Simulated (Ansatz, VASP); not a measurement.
Al: VASP beside Ansatz

```xyz
1
Lattice="-1.5912 1.5912 1.6310 1.5912 -1.5912 1.6310 1.5912 1.5912 -1.6310" Properties=species:S:1:pos:R:3 pbc="T T T"
Al    0.0000    0.0000    0.0000
```

Change from the starting cell: strain +0.000 along x and y, +0.025 along z, atoms carried along.

Alike in both runs: task single point; functional LDA; k mesh 20 × 20 × 20; occupations gaussian, width 0.15 eV; no spin polarisation.

```csv
,VASP,Ansatz
version,VASP 6.6.1,Ansatz 0.2.0
potentials or method,"VASP PAW LDA potentials, release 64 (Al), cutoff 520 eV","scalar-relativistic, plane waves, PAW"
valence electrons in the cell,3,3
```

```tsv
	VASP	Ansatz	Ansatz less VASP
gap on the k mesh at the Fermi level (eV)	none	none	-
pressure (GPa)	-1.3	-1.4	-0.06
traceless stress, the component that is largest in VASP (GPa)	0.68	0.68	-0.005
```

LDA's correlation is that of Perdew and Zunger in VASP and of Perdew and Wang (1992) in Ansatz. A gap of «none» marks a metal or a gap that the smearing closes.
